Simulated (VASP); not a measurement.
# TaAl5 (P4/mmm) in VASP: further runs, part 3 of 3

VASP 6.6.1.

### Step 4. Relaxation of cell and atoms, PBE

The input, INCAR:

```
SYSTEM = TaAl5
  PREC = Accurate
  ENCUT = 600
  EDIFF = 1E-6
  ISMEAR = 0
  SIGMA = 0.1
  LREAL = .False.
  LASPH = .True.
  NELM = 100
  ALGO = Fast
  ISIF = 3
  LWAVE = .False.
  LCHARG = .False.
  GGA = PE
  IBRION = 2
  NSW = 90
  EDIFFG = -0.04
```

The input, KPOINTS:

```
regular mesh
0
Gamma
  4 4 4
  0 0 0
```

The input, POSCAR:

```
TaAl5
1.0
    4.5485397800      0.0000000000      0.0000000000
    0.0000000000      4.5485397800      0.0000000000
    0.0000000000      0.0000000000      5.2514212700
Ta Al
1 5
Direct
    0.0000000000      0.0000000000      0.5000000000
    0.7009663800      0.7009663800      0.5000000000
    0.2990336200      0.2990336200      0.5000000000
    0.2990336200      0.7009663800      0.5000000000
    0.7009663800      0.2990336200      0.5000000000
    0.0000000000      0.0000000000      0.0000000000
```

Potentials or basis: VASP PAW PBE potentials, release 64 (Ta_pv, Al).

Launch:

```console
cat potpaw_PBE.64/Ta_pv/POTCAR potpaw_PBE.64/Al/POTCAR > POTCAR
mpirun -np 1 vasp_std > vasp.out
```

OUTCAR:

```text
SYSTEM = TaAl5
   PREC = Accurate
   ENCUT = 600
   EDIFF = 1E-6
   ISMEAR = 0
   LREAL = .False.
   LASPH = .True.
   NELM = 100
   ISIF = 3
   GGA = PE
   IBRION = 2
   NSW = 90
   EDIFFG = -0.04

 ion  position               nearest neighbor table
   1  0.000  0.000  0.500-   2 1.92   3 1.92   4 1.92   5 1.92   6 2.63   6 2.63   2 3.47   4 3.47
                             2 3.47   5 3.47   3 3.47   5 3.47   3 3.47   4 3.47
   2  0.701  0.701  0.500-   4 1.83   5 1.83   1 1.92   3 2.59   4 2.72   5 2.72   6 3.25   6 3.25
                             3 3.28   3 3.28   1 3.47   1 3.47
   3  0.299  0.299  0.500-   4 1.83   5 1.83   1 1.92   2 2.59   4 2.72   5 2.72   6 3.25   6 3.25
                             2 3.28   2 3.28   1 3.47   1 3.47
   4  0.299  0.701  0.500-   2 1.83   3 1.83   1 1.92   5 2.59   3 2.72   2 2.72   6 3.25   6 3.25
                             5 3.28   5 3.28   1 3.47   1 3.47
   5  0.701  0.299  0.500-   2 1.83   3 1.83   1 1.92   4 2.59   3 2.72   2 2.72   6 3.25   6 3.25
                             4 3.28   4 3.28   1 3.47   1 3.47
   6  0.000  0.000  0.000-   1 2.63   1 2.63   3 3.25   4 3.25   5 3.25   2 3.25   2 3.25   3 3.25
                             4 3.25   5 3.25

  LATTYP: Found a simple tetragonal cell.
 ALAT       =     4.5485397800
 C/A-ratio  =     1.1545290410

  Lattice vectors:

 A1 = (   4.5485397800,   0.0000000000,   0.0000000000)
 A2 = (   0.0000000000,   4.5485397800,   0.0000000000)
 A3 = (   0.0000000000,   0.0000000000,   5.2514212700)

Analysis of symmetry for initial positions (statically):
=====================================================================
 Subroutine PRICEL returns:
 Original cell was already a primitive cell.

 Routine SETGRP: Setting up the symmetry group for a
 simple tetragonal supercell.

 Subroutine GETGRP returns: Found 16 space group operations
 (whereof 16 operations were pure point group operations)
 out of a pool of 16 trial point group operations.

The static configuration has the point symmetry D_4h.

Analysis of symmetry for dynamics (positions and initial velocities):
=====================================================================
 Subroutine PRICEL returns:
[... 139 lines left out ...]
   LEPSILON=     F    determine dielectric tensor
   LRPA    =     F    only Hartree local field effects (RPA)
 conjugate gradient relaxation of ions
 non-spin polarized calculation
 RMM-DIIS sequential band-by-band and
 Gauss-broadening in eV      SIGMA  =   0.10
  energy-cutoff  :      600.00
  volume of cell :      108.65
 maximum number of plane-waves:      3656
   NGX = 19   NGY = 19   NGZ = 21

--------------------------------------- Ionic step        1  -------------------------------------------

 number of electron      25.9999998 magnetization

 Free energy of the ion-electron system (eV)
  ---------------------------------------------------
  ext. energy  EPLUGINS =         0.00000000
  ---------------------------------------------------
  free energy    TOTEN  =         2.72120124 eV

  energy without entropy =        2.73466001  energy(sigma->0) =        2.72793063

 E-fermi :   5.4022     XC(G=0):  -9.4742

 val. band max:        5.3627863710   @ k =   0.5000   0.2500   0.0000
 cond. band min:       5.5410441003   @ k =   0.2500   0.2500   0.5000
 fundamental gap:      0.1782577293
 Fermi energy:         5.4021840495
[... 397 lines left out ...]
--------------------------------------- Ionic step        2  -------------------------------------------

 number of electron      26.0000051 magnetization

------------------------ aborting loop EDIFF was not reached (unconverged)  ----------------------------

  FORCE on cell =-STRESS in cart. coord.  units (eV):
  Direction    XX          YY          ZZ          XY          YZ          ZX
  --------------------------------------------------------------------------------------
  -------------------------------------------------------------------------------------
  Total      -14.6832202    -14.6832202      3.9084714      0.0000000     -0.0000000      0.0000000
  in kB      -67.1335228    -67.1335228     17.8700212      0.0000000     -0.0000000      0.0000000
  external PRESSURE =     -38.7990081 kB  Pullay stress =       0.0000000 kB
[... 428 lines left out ...]
  FREE ENERGIE OF THE ION-ELECTRON SYSTEM (eV)
  ---------------------------------------------------
  free  energy   TOTEN  =       -20.3768059591 eV

  energy  without entropy=      -20.3324668106  energy(sigma->0) =      -20.35463638

[... ionic steps 4 to 11 ...]

--------------------------------------- Ionic step       12  -------------------------------------------

 number of electron      26.0000007 magnetization

------------------------ aborting loop because EDIFF is reached ----------------------------------------
[... 75 lines left out ...]
--------------------------------------- Ionic step       14  -------------------------------------------

 number of electron      26.0000007 magnetization

 Free energy of the ion-electron system (eV)
  ---------------------------------------------------
  ext. energy  EPLUGINS =         0.00000000
  ---------------------------------------------------
  free energy    TOTEN  =       -23.96501529 eV

  energy without entropy =      -23.92901160  energy(sigma->0) =      -23.94701345

 E-fermi :   1.3667     XC(G=0):  -7.3981

 val. band max:        1.3602417630   @ k =   0.5000   0.0000   0.2500
 cond. band min:       1.3687554635   @ k =   0.5000   0.2500   0.0000
 fundamental gap:      0.0085137005
 Fermi energy:         1.3666995574
[... 391 lines left out ...]
  FREE ENERGIE OF THE ION-ELECTRON SYSTEM (eV)
  ---------------------------------------------------
  free  energy   TOTEN  =       -23.9650152886 eV

  energy  without entropy=      -23.9290116016  energy(sigma->0) =      -23.94701345

 reached required accuracy - stopping structural energy minimisation
```

OSZICAR:

```text
N       E                     dE             d eps       ncg     rms          rms(c)
DAV:   1     0.157377499765E+03    0.15738E+03   -0.13184E+04   652   0.144E+03
DAV:   2     0.370007748674E+01   -0.15368E+03   -0.15070E+03   799   0.277E+02
DAV:   3    -0.391354849355E+01   -0.76136E+01   -0.74607E+01   812   0.548E+01
[... 313 lines left out ...]
RMM:   5    -0.239650190134E+02    0.33282E-04   -0.23628E-04   612   0.813E-02    0.208E-02
RMM:   6    -0.239650149861E+02    0.40272E-05   -0.61641E-05   627   0.477E-02    0.116E-02
RMM:   7    -0.239650189700E+02   -0.39839E-05   -0.53912E-05   647   0.363E-02    0.109E-02
RMM:   8    -0.239650148647E+02    0.41054E-05   -0.11101E-05   564   0.211E-02    0.380E-03
RMM:   9    -0.239650152886E+02   -0.42397E-06   -0.80579E-06   493   0.132E-02
  14 F= -.23965015E+02 E0= -.23947013E+02  d E =-.885981E-03
```

CONTCAR:

```text
TaAl5
   1.00000000000000
     6.3173165366558681   -0.0000000000000000   -0.0000000000000000
    -0.0000000000000000    6.3173165366558681    0.0000000000000000
     0.0000000000000000   -0.0000000000000000    5.1683329575972436
  Ta              Al
     1     5
Direct
     0.0000000000000000    0.0000000000000000    0.5000000000000000
     0.7158203700148995    0.7158203700148995    0.5000000000000000
     0.2841796299851004    0.2841796299851004    0.5000000000000000
     0.2841796299851004    0.7158203700148995    0.5000000000000000
     0.7158203700148995    0.2841796299851004    0.5000000000000000
     0.0000000000000000    0.0000000000000000    1.0000000000000000

  0.00000000E+00  0.00000000E+00  0.00000000E+00
  0.00000000E+00  0.00000000E+00  0.00000000E+00
  0.00000000E+00  0.00000000E+00  0.00000000E+00
  0.00000000E+00  0.00000000E+00  0.00000000E+00
  0.00000000E+00  0.00000000E+00  0.00000000E+00
  0.00000000E+00  0.00000000E+00  0.00000000E+00
```

Wall time 11 min (1 thread of AMD EPYC 9R45 (Zen 5), shared host); peak memory 0.23 GiB.

What came out:

```
Free energy                            : -23.9650 eV
Relaxed volume                         : 34.38 Å³/atom
Relaxed cell                           : a = 6.317 Å, b = 6.317 Å, c = 5.168 Å, α = 90.00°, β = 90.00°, γ = 90.00°
Space group after relaxing (to 0.05 Å) : P4/mmm (No. 123)
Energy gained by relaxing              : 4447.7 meV/atom
Ionic steps                            : 14
Pressure after relaxing                : 0.0 GPa
Largest force after relaxing           : 0.012 eV/Å
Band gap on the k mesh                 : zero (band 13 reaches 1.99 eV, above the bottom of band 14 at 1.23 eV)
```

Forces on the atoms (eV/Å):
```
Ta   0.000  0.000  0.000
Al   0.008  0.008  0.000
Al  -0.008 -0.008  0.000
Al  -0.008  0.008  0.000
Al   0.008 -0.008  0.000
Al   0.000  0.000  0.000
```

Step by step:
```csv
step,energy change (eV),largest force (eV/Å),pressure (GPa),volume (Å³)
1,0.0000,5.7393,98.70,108.65
2,-11.1170,0.8700,-3.88,350.42
3,-23.0980,0.7972,-4.07,315.22
4,-24.3534,0.4928,-4.01,290.06
5,-25.8410,2.0811,5.42,188.95
6,-26.1310,0.7174,-1.68,232.16
7,-26.3001,1.1229,-0.25,218.41
8,-26.3132,1.2391,0.25,214.69
9,-26.5058,0.6164,-0.80,216.67
10,-26.5453,0.2681,-1.35,218.03
11,-26.6716,0.0988,-0.42,209.30
12,-26.6854,0.0172,0.08,205.75
13,-26.6853,0.0270,0.12,205.51
14,-26.6862,0.0119,0.03,206.26
```

Final structure:
```
CELL_PARAMETERS angstrom
6.31732 0.00000 0.00000
0.00000 6.31732 0.00000
0.00000 0.00000 5.16833
ATOMIC_POSITIONS crystal
Ta 0.00000 0.00000 0.50000
Al 0.71582 0.71582 0.50000
Al 0.28418 0.28418 0.50000
Al 0.28418 0.71582 0.50000
Al 0.71582 0.28418 0.50000
Al 0.00000 0.00000 0.00000
```

Caveat: the volume moved by over 15 % at a fixed basis, so the end points are rough; spin-orbit coupling is left out, which moves the levels of the heavy elements.

### Step 5. Single point, PBE

This run uses another cell than the first one, of 34.28 Å³/atom, 1.893 times its volume.

The input, INCAR:

```
  PREC = Accurate
  ENCUT = 520
  EDIFF = 1E-7
  ISMEAR = 0
  SIGMA = 0.1
  LREAL = F
  LASPH = T
  NELM = 80
  ALGO = Fast
  ISIF = 2
  LWAVE = F
  LCHARG = T
  GGA = PE
  LELF = T
  LVHAR = T
  NBANDS = 22
```

The input, KPOINTS:

```
Automatic mesh
0
Gamma
  6 6 8
```

The input, POSCAR:

```
TaAl5
1.0
    6.3103789416      0.0000000000      0.0000000000
    0.0000000000      6.3103789416      0.0000000000
    0.0000000000      0.0000000000      5.1652231776
Ta Al
1 5
Direct
    0.0000000000      0.0000000000      0.5000000000
    0.7164908223      0.7164908223      0.5000000000
    0.2835091777      0.2835091777      0.5000000000
    0.2835091777      0.7164908223      0.5000000000
    0.7164908223      0.2835091777      0.5000000000
    0.0000000000      0.0000000000      0.0000000000
```

Launch:

```console
cat potpaw_PBE.64/Ta_pv/POTCAR potpaw_PBE.64/Al/POTCAR > POTCAR
mpirun -np 1 vasp_std > vasp.out
```

Run time: 4.1 min. Hardware: 1 thread of AMD EPYC 9R45 (Zen 5), shared host; peak memory 0.38 GiB.

Results (log left out):

```
Free energy            : -23.9353 eV
Pressure               : 0.0 GPa
Largest force          : 0.011 eV/Å
Band gap on the k mesh : zero (band 13 reaches 2.00 eV, above the bottom of band 14 at 1.22 eV)
```

Forces on the atoms (eV/Å):
```
Ta   0.000  0.000  0.000
Al  -0.008 -0.008  0.000
Al   0.008  0.008  0.000
Al   0.008 -0.008  0.000
Al  -0.008  0.008  0.000
Al   0.000  0.000  0.000
```

Levels at points of the mesh, in eV from the Fermi level:
| k point | band 10 | band 11 | band 12 | band 13 | band 14 | band 15 | band 16 | band 17 |
| --- | --- | --- | --- | --- | --- | --- | --- | --- |
| (0.00, 0.00, 0.00) | -2.01 | -0.44 | 0.10 | 0.10 | 0.17 | 0.17 | 2.25 | 2.52 |
| (0.50, 0.00, 0.00) | -1.21 | -0.43 | -0.04 | 0.21 | 0.21 | 0.41 | 0.85 | 2.04 |
| (0.50, 0.50, 0.00) | -0.11 | -0.11 | -0.02 | 0.60 | 1.04 | 1.15 | 1.15 | 1.28 |
| (0.00, 0.00, 0.50) | -2.00 | -1.02 | -1.02 | -0.70 | 0.05 | 0.69 | 0.69 | 2.31 |
| (0.50, 0.00, 0.50) | -1.66 | -1.17 | -0.88 | -0.58 | 0.01 | 0.52 | 1.13 | 1.23 |
| (0.50, 0.50, 0.50) | -1.37 | -1.10 | -0.79 | -0.23 | 0.05 | 1.37 | 2.01 | 2.01 |

Caveat: spin-orbit coupling is left out, which moves the levels of the heavy elements.

### Step 6. Relaxation of cell and atoms, PBE

This run uses another cell than the first one, of 34.46 Å³/atom, 1.903 times its volume.

The input, INCAR:

```
SYSTEM = TaAl5
  ALGO = Fast
  EDIFF = 1E-6
  EDIFFG = -0.01
  ENCUT = 600
  GGA = PE
  IBRION = 2
  ISIF = 3
  ISMEAR = 0
  LASPH = .True.
  LCHARG = .False.
  LREAL = .False.
  LWAVE = .False.
  NELM = 60
  NSW = 100
  PREC = Accurate
  SIGMA = 0.1
```

The input, KPOINTS:

```
k-points
0
Gamma
  6 6 8
  0 0 0
```

The input, POSCAR:

```
TaAl5
1.0
    6.3234568157      0.0000000000      0.0000000000
    0.0000000000      6.3234568157      0.0000000000
    0.0000000000      0.0000000000      5.1702382210
Ta Al
1 5
Direct
    0.0000000000      0.0000000000      0.5000000000
    0.7160536422      0.7160536422      0.5000000000
    0.2839463578      0.2839463578      0.5000000000
    0.2839463578      0.7160536422      0.5000000000
    0.7160536422      0.2839463578      0.5000000000
    0.0000000000      0.0000000000      0.0000000000
```

Potentials or basis: VASP PAW PBE potentials, release 64 (Ta_pv, Al).

Launch:

```console
cat potpaw_PBE.64/Ta_pv/POTCAR potpaw_PBE.64/Al/POTCAR > POTCAR
mpirun -np 1 vasp_std > vasp.out
```

Wall time 6.1 min (1 thread of AMD EPYC 9R45 (Zen 5), shared host); peak memory 0.47 GiB.

The run converged. Its results:

```yaml
Free_energy: -23.9356 eV
Relaxed_volume: 34.25 Å³/atom
Relaxed_cell: a = 6.307 Å, b = 6.307 Å, c = 5.166 Å, α = 90.00°, β = 90.00°, γ = 90.00°
Space_group_after_relaxing_to_0.05_Å: P4/mmm (No. 123)
Energy_gained_by_relaxing: 0.1 meV/atom
Ionic_steps: 2
Pressure_after_relaxing: 0.0 GPa
Largest_force_after_relaxing: 0.005 eV/Å
Band_gap_on_the_k_mesh: zero (band 13 reaches 2.00 eV, above the bottom of band 14 at 1.22 eV)
```

Forces on the atoms (eV/Å):
```
Ta   0.000  0.000  0.000
Al   0.004  0.004  0.000
Al  -0.004 -0.004  0.000
Al  -0.004  0.004  0.000
Al   0.004 -0.004  0.000
Al   0.000  0.000  0.000
```

The path:
| step | energy change (eV) | largest force (eV/Å) | pressure (GPa) | volume (Å³) |
| --- | --- | --- | --- | --- |
| 1 | 0.0000 | 0.0370 | -0.20 | 206.74 |
| 2 | -0.0009 | 0.0054 | 0.02 | 205.48 |

Final structure:
```xyz
6
Lattice="6.3069 0.0000 0.0000 0.0000 6.3069 0.0000 0.0000 0.0000 5.1659" Properties=species:S:1:pos:R:3 pbc="T T T"
Ta    0.0000    6.3069    2.5830
Al    4.5173    4.5173    2.5830
Al    1.7896    1.7896    2.5830
Al    1.7896    4.5173    2.5830
Al    4.5173    1.7896    2.5830
Al    0.0000    6.3069    0.0000
```

Levels at points of the mesh, in eV from the Fermi level:
```csv
k point,band 9,band 10,band 11,band 12,band 13,band 14,band 15,band 16,band 17
"(0.00, 0.00, 0.00)",-2.14,-2.02,-0.44,0.10,0.10,0.17,0.17,2.25,2.52
"(0.50, 0.00, 0.00)",-1.51,-1.21,-0.44,-0.04,0.21,0.21,0.42,0.85,2.04
"(0.50, 0.50, 0.00)",-1.16,-0.11,-0.11,-0.02,0.60,1.03,1.15,1.15,1.28
"(0.00, 0.00, 0.50)",-2.19,-2.00,-1.01,-1.01,-0.71,0.04,0.69,0.69,2.31
"(0.50, 0.00, 0.50)",-1.75,-1.65,-1.18,-0.88,-0.58,0.01,0.53,1.13,1.22
"(0.50, 0.50, 0.50)",-1.37,-1.37,-1.10,-0.79,-0.24,0.05,1.36,2.01,2.01
```

Caveat: spin-orbit coupling is left out, which moves the levels of the heavy elements.

### Step 7. Overview

```csv
task,cell,k mesh,cutoff (eV),gap on the mesh (eV),pressure (GPa),relaxed volume (Å³/atom),largest force (eV/Å)
single point,"a = 4.549, b = 4.549, c = 5.251 Å, 6 atoms",4 × 4 × 4,520,none,98.7,-,5.74
single point,"a = 6.323, b = 6.323, c = 5.170 Å, 6 atoms",4 × 4 × 4,520,none,0.0,-,-
relaxation of cell and atoms,"relaxed from a = 4.549, b = 4.549, c = 5.251 Å, 6 atoms",4 × 4 × 4,600,none,0.0,34.38,0.01
single point,"a = 6.310, b = 6.310, c = 5.165 Å, 6 atoms",6 × 6 × 8,520,none,0.0,-,0.01
relaxation of cell and atoms,"relaxed from a = 6.323, b = 6.323, c = 5.170 Å, 6 atoms",6 × 6 × 8,600,none,0.0,34.25,0.01
```

Alike in all rows: level PBE; potentials or basis VASP PAW PBE potentials, release 64 (Ta_pv, Al); no spin polarisation; smearing gaussian 0.1 eV.

Caveats: spin-orbit coupling is left out, which moves the levels of the heavy elements; forces of over 1 eV/Å act on the atoms, so gaps and moduli don't describe the material at rest (some runs); the volume moved by over 15 % at a fixed basis, so the end points are rough (some runs).

Total energies depend on the potentials used, so only differences within one code and one set of settings carry meaning.
